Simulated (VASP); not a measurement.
Input of a VASP 6.6.1 run:

File POSCAR:

```
Ir
1.0
    0.0000000000      1.9220887785      1.9220887785
    1.9220887785      0.0000000000      1.9220887785
    1.9220887785      1.9220887785      0.0000000000
Ir
1
Direct
    0.0000000000      0.0000000000      0.0000000000
```

Contents of INCAR.step1:

```
PREC = Accurate ; ENCUT = 620
ISMEAR = 0 ; SIGMA = 0.1
LREAL = F ; LASPH = T
NELM = 120 ; NBANDS = 14
GGA = PE ; ALGO = Normal
EDIFF = 1E-5 ; LWAVE = T
LCHARG = F ; GGA_COMPAT = F
```

The input INCAR.step2:

```
PREC = Accurate ; ENCUT = 620
EDIFF = 1E-6 ; ISMEAR = 0
SIGMA = 0.1 ; LREAL = F
LASPH = T ; NELM = 120
ALGO = Normal ; ISIF = 2
LWAVE = F ; LCHARG = T
METAGGA = R2SCAN ; LMIXTAU = T
LELF = T ; LVHAR = T
NBANDS = 14 ; ISTART = 1
GGA_COMPAT = F
```

KPOINTS

```
Automatic mesh
0
Gamma
  18 18 18
```

Potentials or basis: VASP PAW PBE potentials, release 64 (Ir_sv_GW).

Run with:

```bash
$ cat potpaw_PBE.64/Ir_sv_GW/POTCAR > POTCAR
$ cp INCAR.step1 INCAR
$ mpirun -np 1 vasp_std > vasp.out
$ cp INCAR.step2 INCAR
$ mpirun -np 1 vasp_std > vasp.out
```

Problem. What does it give for the band gap on the k mesh?

Solution. Zero (an odd number of electrons rules out a gap without spin polarisation).

Problem. What does it give for the pressure?

Solution. -0.9 GPa.

Caveat: the PAW data sets were made with another functional, which shifts forces and pressure a little; spin-orbit coupling is left out, which moves the levels of the heavy elements.
